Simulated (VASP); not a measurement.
# Al5Ga11P16 (P1) in VASP: single point with PBEsol

Aim: the single point of Al5Ga11P16 with PBEsol.

Everything below comes from runs of VASP 6.6.1. Logs are shortened: lines on timing, memory, paths and dates and some standing lists are left out, and cuts for length are marked.

### Step 1. The cell of the first run

The typed cell holds 64 atoms: a = 10.898 Å, b = 10.898 Å, c = 10.898 Å, α = 90.00°, β = 90.00°, γ = 90.00°.

### Step 2. Single point, PBEsol

INCAR reads:

```
  PREC = Accurate
  ENCUT = 520
  EDIFF = 1E-6
  ISMEAR = -1
  SIGMA = 0.05
  LREAL = Auto
  LASPH = T
  NELM = 80
  ALGO = Normal
  ISIF = 2
  LWAVE = F
  LCHARG = T
  GGA = PS
  LELF = T
  LVHAR = T
  ISYM = 0
  NBANDS = 276
  NCORE = 4
```

KPOINTS reads:

```
Automatic mesh
0
Gamma
  1 1 1
  0.25 0.25 0.25
```

POSCAR reads:

```
Al5Ga11P16
1.0
   10.8981372161      0.0000000000      0.0000000000
    0.0000000000     10.8981372161      0.0000000000
    0.0000000000      0.0000000000     10.8981372161
Ga Al P
22 10 32
Direct
    0.0001200000      0.0001130000      0.0001540000
    0.0001850000      0.5005360000      0.0001960000
    0.0000280000      0.5002060000      0.5001000000
    0.5001190000      0.0001530000      0.0003800000
    0.4996520000      0.0001760000      0.4997660000
    0.5005160000      0.5003520000      0.9999420000
    0.5001570000      0.5001630000      0.5004040000
    0.2499000000      0.2500400000      0.4995190000
    0.2500890000      0.7502610000      0.9996630000
    0.7506700000      0.2501050000      0.0000020000
    0.7504170000      0.7502570000      0.9994210000
    0.2501660000      0.0003850000      0.2495340000
    0.2500180000      0.9999670000      0.7498940000
    0.2502490000      0.4998230000      0.2499070000
    0.7502300000      0.0006180000      0.2492520000
    0.7504980000      0.5003110000      0.7503430000
    0.0006340000      0.2503380000      0.2498530000
    0.0000950000      0.2504310000      0.7501640000
    0.0003800000      0.7504720000      0.2494650000
    0.0002550000      0.7502060000      0.7506310000
    0.4998200000      0.2503040000      0.2499370000
    0.4999010000      0.7504520000      0.7504720000
    0.9998390000      0.0001300000      0.4994180000
    0.2497040000      0.2496830000      0.9997380000
    0.2497920000      0.7496370000      0.4994560000
    0.7495980000      0.2500640000      0.4995270000
    0.7499400000      0.7497420000      0.4998200000
    0.2496960000      0.5000910000      0.7496700000
    0.7499790000      0.9997220000      0.7500040000
    0.7502380000      0.4997580000      0.2492720000
    0.4999730000      0.2501280000      0.7497130000
    0.4998870000      0.7502880000      0.2492210000
    0.1248850000      0.1249060000      0.1253580000
    0.1250430000      0.1252800000      0.6249270000
    0.1253640000      0.6252530000      0.1248520000
    0.1244900000      0.6254810000      0.6251840000
    0.6250830000      0.1254970000      0.1247970000
    0.6249570000      0.1248880000      0.6248150000
    0.6256800000      0.6254960000      0.1242680000
    0.6248530000      0.6250510000      0.6256050000
    0.3750810000      0.3750800000      0.1246090000
    0.3748370000      0.3751110000      0.6243390000
    0.3745860000      0.8756350000      0.1245580000
    0.3748220000      0.8749160000      0.6247150000
    0.8757950000      0.3748090000      0.1246430000
    0.8749520000      0.3751040000      0.6248990000
    0.8748330000      0.8749840000      0.1245380000
    0.8753380000      0.8746050000      0.6252590000
    0.3747890000      0.1251030000      0.3746070000
    0.3752220000      0.1246010000      0.8749630000
    0.3754190000      0.6246610000      0.3749270000
    0.3750730000      0.6250360000      0.8749780000
    0.8751450000      0.1257270000      0.3741110000
    0.8751500000      0.1250270000      0.8749460000
    0.8754520000      0.6249530000      0.3744180000
    0.8752420000      0.6252180000      0.8749990000
    0.1250440000      0.3751790000      0.3749330000
    0.1246900000      0.3754160000      0.8751700000
    0.1255980000      0.8754710000      0.3742530000
    0.1250600000      0.8751010000      0.8749840000
    0.6245940000      0.3755220000      0.3749290000
    0.6254520000      0.3751220000      0.8751220000
    0.6250030000      0.8756480000      0.3745100000
    0.6248610000      0.8750230000      0.8754810000
```

Potentials or basis: VASP PAW PBE potentials, release 64 (Ga_d, Al, P).

Run with:

```sh
cat potpaw_PBE.64/Ga_d/POTCAR potpaw_PBE.64/Al/POTCAR potpaw_PBE.64/P/POTCAR > POTCAR
mpirun -np 4 vasp_std > vasp.out
```

OUTCAR:

```text
PREC = Accurate
   ENCUT = 520
   EDIFF = 1E-6
   ISMEAR = -1
   LREAL = Auto
   LASPH = T
   NELM = 80
   ISIF = 2
   GGA = PS
   ISYM = 0

 ion  position               nearest neighbor table
   1  0.000  0.000  0.000-  33 2.36  47 2.36  54 2.36  60 2.36
   2  0.000  0.501  0.000-  35 2.36  45 2.36  58 2.36  56 2.36
   3  0.000  0.500  0.500-  36 2.36  46 2.36  55 2.36  57 2.36
   4  0.500  0.000  0.000-  43 2.35  37 2.36  50 2.36  64 2.36
   5  0.500  0.000  0.500-  49 2.36  44 2.36  38 2.36  63 2.36
   6  0.501  0.500  1.000-  39 2.36  62 2.36  52 2.36  41 2.36
[... 56 lines left out ...]
  63  0.625  0.876  0.375-   5 2.36  15 2.36  32 2.36  27 2.37
  64  0.625  0.875  0.875-  11 2.35  22 2.36   4 2.36  29 2.36

IMPORTANT INFORMATION: All symmetrisations will be switched off!
NOSYMM: (Re-)initialisation of all symmetry stuff for point group C_1.

----------------------------------------------------------------------------------------

                                     Primitive cell

  volume of cell :    1294.3652

  direct lattice vectors                    reciprocal lattice vectors
    10.898137216  0.000000000  0.000000000     0.091758801  0.000000000  0.000000000
     0.000000000 10.898137216  0.000000000     0.000000000  0.091758801  0.000000000
     0.000000000  0.000000000 10.898137216     0.000000000  0.000000000  0.091758801

  length of vectors
    10.898137216 10.898137216 10.898137216     0.091758801  0.091758801  0.091758801

  position of ions in fractional coordinates (direct lattice)
     0.000120000  0.000113000  0.000154000
     0.000185000  0.500536000  0.000196000
     0.000028000  0.500206000  0.500100000
     0.500119000  0.000153000  0.000380000
     0.499652000  0.000176000  0.499766000
     0.500516000  0.500352000  0.999942000
[... 56 lines left out ...]
     0.625003000  0.875648000  0.374510000
     0.624861000  0.875023000  0.875481000

  ion indices of the primitive-cell ions
   primitive index   ion index
                 1           1
                 2           2
                 3           3
                 4           4
                 5           5
                 6           6
[... 56 lines left out ...]
                63          63
                64          64

----------------------------------------------------------------------------------------

 KPOINTS: Automatic mesh

Automatic generation of k-mesh.
 Grid dimensions read from file:
 generate k-points for:    1    1    1

 Generating k-lattice:

  Cartesian coordinates                     Fractional coordinates (reciprocal lattice)
     0.091758801  0.000000000  0.000000000     1.000000000  0.000000000  0.000000000
     0.000000000  0.091758801  0.000000000     0.000000000  1.000000000  0.000000000
     0.000000000  0.000000000  0.091758801     0.000000000  0.000000000  1.000000000

  Length of vectors
     0.091758801  0.091758801  0.091758801

  Shift w.r.t. Gamma in fractional coordinates (k-lattice)
     0.250000000  0.250000000  0.250000000

 Subroutine IBZKPT returns following result:
 ===========================================

 Found      4 irreducible k-points:

 Following reciprocal coordinates:
            Coordinates               Weight
  0.250000  0.250000  0.250000      2.000000
 -0.250000  0.250000  0.250000      2.000000
 -0.250000 -0.250000  0.250000      2.000000
  0.250000 -0.250000  0.250000      2.000000
   k-points           NKPTS =      4   k-points in BZ     NKDIM =      4   number of bands    NBANDS=    276
   number of dos      NEDOS =    301   number of ions     NIONS =     64
   total plane-waves  NPLWV = 592704
   dimension x,y,z NGX =    84 NGY =   84 NGZ =   84
   dimension x,y,z NGXF=   168 NGYF=  168 NGZF=  168
   ions per type =              22  10  32
   NGX,Y,Z   is equivalent  to a cutoff of  12.81, 12.81, 12.81 a.u.
   NGXF,Y,Z  is equivalent  to a cutoff of  25.63, 25.63, 25.63 a.u.
 SYSTEM =  unknown system
   PREC   = accura    normal or accurate (medium, high low for compatibility)
   ISTART =      0    job   : 0-new  1-cont  2-samecut
   ICHARG =      2    charge: 1-file 2-atom 10-const
   ISPIN  =      1    spin polarized calculation?
   LNONCOLLINEAR =      F non collinear calculations
   LSORBIT =      F    spin-orbit coupling
   LASPH  =      T    aspherical Exc in radial PAW
   ENCUT  =  520.0 eV  38.22 Ry    6.18 a.u.  20.26 20.26 20.26*2*pi/ulx,y,z
   NELM   =     80;   NELMIN=  2; NELMDL= -5     # of ELM steps
   EDIFF  = 0.1E-05   stopping-criterion for ELM
   LREAL  =      T    real-space projection
   EDIFFG = 0.1E-04   stopping-criterion for IOM
   NSW    =      0    number of steps for IOM
   IBRION =     -1    ionic relax: 0-MD 1-quasi-New 2-CG
   NFREE  =      0    steps in history (QN), initial steepest desc. (CG)
   ISIF   =      2    stress and relaxation
   ISYM   =      0    0-nonsym 1-usesym 2-fastsym
   POTIM  = 0.5000    time-step for ionic-motion
   TEBEG  =    0.0;   TEEND  =   0.0 temperature during run
   PSTRESS=    0.0 pullay stress
   NELECT =     476.0000    total number of electrons
   NUPDOWN=      -1.0000    fix difference up-down
   EMIN   =  10.00;   EMAX   =-10.00  energy-range for DOS
   EFERMI =   0.00;   METHOD = LEGACY
   ISMEAR =    -1;   SIGMA  =   0.05  broadening in eV -4-tet -1-fermi 0-gaus
   EFERMI_NEDOS =   21; number of points for ismear=-14 and -15
   IALGO  =     38    algorithm
   IMIX   =      4    mixing-type and parameters
     AMIX     =   0.40;   BMIX     =  1.00
     AMIX_MAG =   1.60;   BMIX_MAG =  1.00
  volume/ion in A,a.u.               =      20.22       136.48
  Fermi-wavevector in a.u.,A,eV,Ry     =   1.172893  2.216445 18.717219  1.375677
  Thomas-Fermi vector in A             =   2.309314
   LORBIT       =      0    0 simple, 1 ext, 2 COOP (PROOUT), +10 PAW based schemes
   GGA     = PS    functional components
   LHFCALC =     F    Hartree Fock is set to
   AEXX    =    0.0000 exact exchange contribution
   IVDW    =     0    specifies the selected vdW correction
   LEPSILON=     F    determine dielectric tensor
   LRPA    =     F    only Hartree local field effects (RPA)
 non-spin polarized calculation
  energy-cutoff  :      520.00
  volume of cell :     1294.37
 maximum number of plane-waves:     34814
 NGX is ok and might be reduce to    84
   NGX = 41   NGY = 41   NGZ = 41

 number of electron     475.9999808 magnetization

 Free energy of the ion-electron system (eV)
  ---------------------------------------------------
  ext. energy  EPLUGINS =         0.00000000
  ---------------------------------------------------
  free energy    TOTEN  =      -328.07906072 eV

  energy without entropy =     -328.07906070  energy(sigma->0) =     -328.07906071

 E-fermi :   5.3629     XC(G=0):  -9.8262

 val. band max:        4.3812746236   @ k =   0.2500   0.2500   0.2500
 cond. band min:       6.3342044741   @ k =  -0.2500   0.2500   0.2500
 fundamental gap:      1.9529298505
 Fermi energy:         5.3629466793

 k-point     1 :       0.2500    0.2500    0.2500
  band No.  band energies     occupation
      1      -9.9247      2.00000
      2      -9.9243      2.00000
      3      -9.9222      2.00000
      4      -9.9216      2.00000
      5      -9.9157      2.00000
      6      -9.9143      2.00000
[... 242 lines left out ...]
    249       7.2662      0.00000
    250       7.2781      0.00000

 k-point     2 :      -0.2500    0.2500    0.2500
  band No.  band energies     occupation
      1      -9.9248      2.00000
      2      -9.9232      2.00000
      3      -9.9220      2.00000
      4      -9.9211      2.00000
      5      -9.9165      2.00000
      6      -9.9147      2.00000
[... 242 lines left out ...]
    249       7.2625      0.00000
    250       7.2786      0.00000

 k-point     3 :      -0.2500   -0.2500    0.2500
  band No.  band energies     occupation
      1      -9.9245      2.00000
      2      -9.9240      2.00000
      3      -9.9220      2.00000
      4      -9.9208      2.00000
      5      -9.9163      2.00000
      6      -9.9146      2.00000
[... 242 lines left out ...]
    249       7.2635      0.00000
    250       7.2793      0.00000

 k-point     4 :       0.2500   -0.2500    0.2500
  band No.  band energies     occupation
      1      -9.9248      2.00000
      2      -9.9234      2.00000
      3      -9.9217      2.00000
      4      -9.9212      2.00000
      5      -9.9170      2.00000
      6      -9.9147      2.00000
[... 242 lines left out ...]
    249       7.2473      0.00000
    250       7.2827      0.00000
 [bands above 250 left out]

------------------------ aborting loop because EDIFF is reached ----------------------------------------

  FORCE on cell =-STRESS in cart. coord.  units (eV):
  Direction    XX          YY          ZZ          XY          YZ          ZX
  --------------------------------------------------------------------------------------
  -------------------------------------------------------------------------------------
  Total       -0.0273552     -0.0121800     -0.0230755      0.0270104      0.0258401      0.0102264
  in kB       -0.0338606     -0.0150766     -0.0285631      0.0334337      0.0319851      0.0126583
  external PRESSURE =      -0.0258334 kB  Pullay stress =       0.0000000 kB

 VOLUME and BASIS-vectors are now :
 -----------------------------------------------------------------------------
  energy-cutoff  :      520.00
  volume of cell :     1294.37
      direct lattice vectors                 reciprocal lattice vectors
    10.898137216  0.000000000  0.000000000     0.091758801  0.000000000  0.000000000
     0.000000000 10.898137216  0.000000000     0.000000000  0.091758801  0.000000000
     0.000000000  0.000000000 10.898137216     0.000000000  0.000000000  0.091758801

 POSITION                                       TOTAL-FORCE (eV/Angst)
 -----------------------------------------------------------------------------------
      0.00131      0.00123      0.00168        -0.007202     -0.003980     -0.000075
      0.00202      5.45491      0.00214        -0.017107     -0.001975     -0.012182
      0.00031      5.45131      5.45016         0.002450     -0.010813     -0.002831
      5.45037      0.00167      0.00414         0.003145     -0.008692     -0.014922
      5.44528      0.00192      5.44652        -0.009137      0.001018     -0.007578
      5.45469      5.45290     10.89751        -0.000909      0.002259     -0.002304
[... 56 lines left out ...]
      6.81137      9.54293      4.08146         0.008698      0.013698      0.008224
      6.80982      9.53612      9.54111         0.001078      0.000517      0.001657
 -----------------------------------------------------------------------------------
    total drift:                               -0.007771      0.000876      0.002281

  FREE ENERGIE OF THE ION-ELECTRON SYSTEM (eV)
  ---------------------------------------------------
  free  energy   TOTEN  =      -328.0790607198 eV

  energy  without entropy=     -328.0790606971  energy(sigma->0) =     -328.07906071
```

It took 20 min on 4 MPI ranks of Oxide Virtual Turin-like, shared host; peak memory 0.52 GiB.

Results:

| Item | Value |
| --- | --- |
| Free energy | -328.0791 eV |
| Pressure | 0.0 GPa |
| Largest force | 0.045 eV/Å |
| Band gap on the k mesh | 1.95 eV |

Forces on the atoms (eV/Å):
```
Ga  -0.007 -0.004  0.000
Ga  -0.017 -0.002 -0.012
Ga   0.002 -0.011 -0.003
Ga   0.003 -0.009 -0.015
Ga  -0.009  0.001 -0.008
Ga  -0.001  0.002 -0.002
Ga  -0.009 -0.001 -0.012
Ga   0.003 -0.007  0.001
Ga   0.004  0.001  0.005
Ga  -0.007  0.004 -0.006
Ga  -0.012 -0.011 -0.005
Ga  -0.003  0.004  0.000
Ga   0.005 -0.002 -0.009
Ga  -0.004  0.005 -0.001
Ga  -0.009 -0.013  0.001
Ga  -0.014 -0.012 -0.004
Ga  -0.010 -0.002 -0.017
Ga  -0.008 -0.006 -0.008
Ga  -0.002 -0.007 -0.006
Ga  -0.016 -0.017 -0.005
Ga  -0.001 -0.005  0.003
Ga  -0.007 -0.010 -0.004
Al   0.012 -0.001  0.003
Al   0.003 -0.001  0.012
Al   0.000  0.008  0.002
Al   0.004  0.009 -0.003
Al   0.015  0.027  0.000
Al  -0.001  0.007 -0.004
Al   0.000  0.003  0.002
Al   0.004  0.009  0.007
Al   0.002 -0.006  0.004
Al   0.009  0.001  0.010
P    0.003  0.000 -0.010
P    0.019  0.017  0.018
P    0.005  0.004  0.011
P   -0.007 -0.013 -0.014
P    0.001  0.006  0.002
P   -0.011 -0.017 -0.016
P   -0.015 -0.010 -0.015
P   -0.010 -0.012  0.004
P    0.015  0.017  0.020
P   -0.006 -0.006 -0.003
P   -0.008 -0.010 -0.006
P    0.027  0.020  0.030
P   -0.005 -0.009 -0.005
P    0.015  0.014  0.015
P    0.018  0.011  0.010
P   -0.002 -0.001 -0.003
P    0.010  0.004  0.010
P   -0.014 -0.006 -0.006
P   -0.008 -0.013 -0.014
P    0.010  0.020  0.015
P   -0.009 -0.017 -0.004
P    0.018  0.017  0.015
P    0.018  0.005  0.003
P    0.011  0.012  0.016
P    0.006  0.009  0.007
P   -0.012 -0.012 -0.010
P   -0.023 -0.014 -0.016
P    0.005  0.012  0.009
P   -0.008 -0.010 -0.013
P    0.014  0.013  0.011
P    0.009  0.014  0.008
P    0.001  0.001  0.002
```

Levels at points of the mesh, in eV from the valence-band top:
```csv
k point,band 236,band 237,band 238,band 239,band 240,band 241
"(0.25, 0.25, 0.25)",-0.41,0.00,0.00,1.96,2.01,2.06
```

Caveat: the PAW data sets were made with another functional, which shifts forces and pressure a little; a shifted mesh leaves out Γ, where band edges can lie. A k mesh can miss the band edges.
